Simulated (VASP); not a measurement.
Write the native input for VASP 6.6.1 that does the following.

```
Task                   : single point
Functional             : PBEsol
Potentials or basis    : VASP PAW PBE potentials, release 64 (Ni, Si)
Cutoff                 : 520 eV
k mesh                 : 10 × 10 × 10
Occupations            : fermi-dirac, width 0.05 eV
Spin                   : collinear spin, ferromagnetic start
Starting moments       : [2.0, 2.0, 2.0, 0.0] μB
Fixed moment           : 6 μB
Dipole correction      : no
Further INCAR settings : ALGO = Normal; EDIFF = 1e-06; NBANDS = 29
```

The structure of SiNi3 lies in POSCAR:

```
SiNi3
1.0
    1.2928041287      0.7464008117      7.6619893310
   -1.2928041287      0.7464008117      7.6619893310
    0.0000000000     -1.4928016234      7.6619893310
Ni Si
3 1
Direct
    0.2547330000      0.2547330000      0.2547330000
    0.5000000000      0.5000000000      0.5000000000
    0.7452670000      0.7452670000      0.7452670000
    0.0000000000      0.0000000000      0.0000000000
```

One way to write it, as run:

INCAR

```
PREC = Accurate
ENCUT = 520
EDIFF = 1E-6
ISMEAR = -1
SIGMA = 0.05
LREAL = False
LASPH = True
NELM = 150
ALGO = Normal
ISIF = 2
LWAVE = False
LCHARG = False
ISPIN = 2
MAGMOM = 2 2 2 0
LORBIT = 11
NUPDOWN = 6.0
LMAXMIX = 4
GGA = PS
NBANDS = 29
```

KPOINTS

```
Automatic mesh
0
Gamma
  10 10 10
```

Potentials or basis: VASP PAW PBE potentials, release 64 (Ni, Si).

Launch:

```bash
$ cat potpaw_PBE.64/Ni/POTCAR potpaw_PBE.64/Si/POTCAR > POTCAR
$ mpirun -np 1 vasp_std > vasp.out
```

It gave:

```json
{
 "Pressure": "19.0 GPa",
 "Largest force": "1.733 eV/Å",
 "Net moment": "6.00 μB per cell",
 "Site moments": "Ni +1.58, +1.73; Si +0.37 μB",
 "Valence electrons inside the program's atomic spheres": "Ni 9.37, 9.12; Si 1.70"
}
```

Caveat: the PAW data sets were made with another functional, which shifts forces and pressure a little; the total moment is fixed, so each spin has its own Fermi level.

It took 26 min on 1 thread of Intel(R) Xeon(R) Platinum 8375C CPU @ 2.90GHz (Ice Lake), on a shared host, peak memory 0.76 GiB.
